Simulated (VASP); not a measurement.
Here is a VASP 6.6.1 calculation.

The input INCAR:

```
PREC     = Accurate       # precision mode
ENCUT    = 500            # plane-wave cutoff, eV
EDIFF    = 1E-6           # SCF threshold, eV
ISMEAR   = 0              # smearing method
SIGMA    = 0.1            # smearing width, eV
LREAL    = F              # projectors in reciprocal space
LASPH    = T              # aspherical terms in the spheres
NELM     = 200            # most SCF steps
ALGO     = Normal         # electronic algorithm
ISIF     = 2              # what is computed and relaxed
LWAVE    = F              # write WAVECAR
LCHARG   = F              # write CHGCAR
GGA      = PE             # functional
NBANDS   = 34             # bands
GGA_COMPAT= F            
LMAXMIX  = 6              # l up to which the mixer works
```

The input KPOINTS:

```
regular mesh
0
Gamma
  12 12 4
```

File POSCAR:

```
Nd2Y2Cl
1.0
    3.5821910511      0.0000000000      0.0000000000
   -1.7910955256      3.1022684514      0.0000000000
    0.0000000000      0.0000000000     12.7460678716
Nd Y Cl
2 2 1
Direct
    0.3333333333      0.6666666667      0.8269513706
    0.6666666667      0.3333333333      0.1730486294
    0.3333333333      0.6666666667      0.3919089460
    0.6666666667      0.3333333333      0.6080910540
    0.0000000000      0.0000000000      0.0000000000
```

Potentials or basis: VASP PAW PBE potentials, release 64 (Nd_3, Y_sv, Cl), 4f in core.

Launch:

```sh
$ cat potpaw_PBE.64/Nd_3/POTCAR potpaw_PBE.64/Y_sv/POTCAR potpaw_PBE.64/Cl/POTCAR > POTCAR
$ mpirun -np 1 vasp_std > vasp.out
```

Task: Predict the largest force.

Result: 0.022 eV/Å.

Task: What does it give for the pressure?

Result: 4.4 GPa.

Task: What does it give for the band gap on the k mesh?

Result: Zero (an odd number of electrons rules out a gap without spin polarisation).

Forces on the atoms (eV/Å):
```
Nd   0.000  0.000  0.011
Nd   0.000  0.000 -0.011
Y    0.000  0.000  0.022
Y    0.000  0.000 -0.022
Cl   0.000  0.000  0.000
```

Caveat: the cell stands under pressure; spin-orbit coupling is left out, which moves the levels of the heavy elements; the 4f electrons are frozen in the core, so they carry no moment and show no levels; an odd number of electrons without spin polarisation forces a metal; a magnetic or distorted state may lie lower; the run has no spin polarisation, though such a crystal can be magnetic. Spin polarisation is off, so any magnetic state and its effect on volume and gap are missing.
